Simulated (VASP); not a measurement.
Here is a VASP 6.6.1 calculation.

INCAR

```
  PREC = Accurate
  ENCUT = 520
  EDIFF = 1E-6
  ISMEAR = -1
  SIGMA = 0.1
  LREAL = False
  LASPH = True
  NELM = 150
  ALGO = Normal
  ISIF = 2
  LWAVE = False
  LCHARG = False
  ISPIN = 2
  MAGMOM = 0 0.2
  LORBIT = 11
  NUPDOWN = 0.2
  LMAXMIX = 4
  GGA = CA
  NBANDS = 20
```

KPOINTS

```
Automatic mesh
0
Gamma
  11 11 11
```

Contents of POSCAR:

```
MgRh
1.0
    3.0992000000      0.0000000000      0.0000000000
    0.0000000000      3.0992000000      0.0000000000
    0.0000000000      0.0000000000      3.0992000000
Mg Rh
1 1
Direct
    0.0000000000      0.0000000000      0.0000000000
    0.5000000000      0.5000000000      0.5000000000
```

Potentials or basis: VASP PAW LDA potentials, release 64 (Mg, Rh_pv).

Launch:

```bash
$ cat potpaw_LDA.64/Mg/POTCAR potpaw_LDA.64/Rh_pv/POTCAR > POTCAR
$ mpirun -np 1 vasp_std > vasp.out
```

Q: Estimate the pressure.

A: -6.4 GPa.

Caveat: the total moment is fixed, so each spin has its own Fermi level.
